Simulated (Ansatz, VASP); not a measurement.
# Ag in VASP and in Ansatz

The input INCAR:

```
ALGO = Normal
EDIFF = 1E-6
ENCUT = 520
GGA = PS
ISIF = 2
ISMEAR = -1
LASPH = True
LCHARG = False
LREAL = False
LWAVE = False
NBANDS = 30
NELM = 100
PREC = Accurate
SIGMA = 0.1
```

KPOINTS

```
k-points
0
Gamma
  17 17 5
```

POSCAR

```
Ag
1.0
    2.7762344786      0.0000000000      0.0000000000
   -1.3881172393      2.4042895854      0.0000000000
    0.0000000000      0.0000000000      9.1804444755
Ag
4
Direct
    0.3333333333      0.6666666667      0.2500000000
    0.6666666667      0.3333333333      0.7500000000
    0.0000000000      1.0000000000      1.0000000000
    0.0000000000      1.0000000000      0.5000000000
```

Input for Ansatz:

```yaml
crystal:
  lattice:
    - [2.7762344786, 0.0, 0.0]
    - [-1.3881172393, 2.4042895854, 0.0]
    - [0.0, 0.0, 9.1804444755]
  atoms:
    - { symbol: Ag, position: [0.3333333333, 0.6666666667, 0.25] }
    - { symbol: Ag, position: [0.6666666667, 0.3333333333, 0.75] }
    - { symbol: Ag, position: [0.0, 1.0, 1.0] }
    - { symbol: Ag, position: [0.0, 1.0, 0.5] }
hamiltonian:
  xc: pbesol
  pseudopotentials:
    kind: paw
    azcp:
      Ag: "pseudopotentials/Ag.paw.azcp"
basis:
  ecutwfc: 420
  fft_grid_basis: typed
kpoints:
  mp_grid: { grid: [17, 17, 5], shift: [0, 0, 0] }
magnetization:
  spin_polarized: false
scf:
  occupations: { method: fermi_dirac, width: 0.1 }
output:
  stress: true
```

Alike in both runs: task single point; functional PBEsol; k mesh 17 × 17 × 5; occupations fermi-dirac, width 0.1 eV; no spin polarisation.

|  | VASP | Ansatz |
| --- | --- | --- |
| version | VASP 6.6.1 | Ansatz 0.2.0 |
| potentials or method | VASP PAW PBE potentials, release 64 (Ag), cutoff 520 eV | plane waves (420 eV) with PAW, scalar-relativistic |
| valence electrons in the cell | 44 | 76 |

|  | VASP | Ansatz | Ansatz less VASP |
| --- | --- | --- | --- |
| pressure (GPa) | 12.3 | 12.7 | +0.37 |
| traceless stress, the component that is largest in VASP (GPa) | -0.62 | -0.63 | -0.003 |

VASP's potentials were made for PBE, not for PBEsol, and Ansatz warns of the same on its side. VASP's potentials hold 44 valence electrons a cell and Ansatz's 76, so a difference there can come from the potentials and not from the codes.
